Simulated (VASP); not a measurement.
Wanted: the native input for a VASP 6.6.1 run.

```
Task                   : single point
Functional             : PBEsol
Potentials or basis    : VASP PAW PBE potentials, release 64 (C)
Cutoff                 : 520 eV
k mesh                 : 14 × 5 × 1
Occupations            : gaussian, width 0.1 eV
Spin                   : no spin polarisation
Dipole correction      : yes
Further INCAR settings : LREAL = Auto; ALGO = Normal; EDIFF = 1e-06; NBANDS = 66
```

The structure of C lies in POSCAR:

```
C
1.0
    2.4587444254      0.0000000000      0.0000000000
   -1.2289376231      7.6288960467      0.0000000000
    0.0000000000      0.0000000000     25.9064941272
C
24
Direct
    0.6970403455      0.1434213694      0.2912243398
    0.1967443514      0.6446846385      0.2913118754
    0.6848022639      0.6211436238      0.3139955685
    0.1849955301      0.1196440351      0.3138886962
    0.1576028405      0.0651532072      0.3683075709
    0.6575623764      0.5670120502      0.3684455220
    0.1448667710      0.5416982177      0.3942526752
    0.6448512229      0.0397169865      0.3941048366
    0.6188786009      0.9879300895      0.4472069586
    0.1190406114      0.4902350553      0.4473802224
    0.6064142835      0.4650251014      0.4735881380
    0.1061939387      0.9625991322      0.4734033372
    0.0805846647      0.9115792700      0.5264114776
    0.5808073452      0.4140099507      0.5265966810
    0.0681235988      0.3886804989      0.5527934463
    0.5679590400      0.8863700917      0.5526190427
    0.5421412174      0.8349229535      0.6057478300
    0.0421482336      0.3368854643      0.6058949850
    0.5293904469      0.3114360922      0.6316909199
    0.0294549318      0.8096280914      0.6315561850
    0.0022390102      0.7555501124      0.6860097201
    0.5019759646      0.2569030318      0.6861060412
    0.9899170574      0.2331077092      0.7087688833
    0.4903041109      0.7320328093      0.7086950472
```

One way to write it, as run:

INCAR

```
ALGO = Normal
DIPOL = 0.5 0.5 0.500
EDIFF = 1E-6
ENCUT = 520
GGA = PS
IDIPOL = 3
ISIF = 2
ISMEAR = 0
LASPH = True
LCHARG = False
LDIPOL = True
LREAL = Auto
LWAVE = False
NBANDS = 66
NELM = 100
PREC = Accurate
SIGMA = 0.1
```

KPOINTS

```
k-points
0
Gamma
  14 5 1
```

Potentials or basis: VASP PAW PBE potentials, release 64 (C).

The run is started by

```console
$ cat potpaw_PBE.64/C/POTCAR > POTCAR
$ mpirun -np 1 vasp_std > vasp.out
```

It gave:

* Largest force: 0.061 eV/Å
* Band gap on the k mesh: zero (bands 48 and 49 overlap by 0.46 eV)

Caveat: the PAW data sets were made with another functional, which shifts forces and pressure a little.

Wall time 32 min on 1 thread of Intel(R) Xeon(R) 6975P-C (Granite Rapids), on a shared host, peak memory 0.89 GiB.
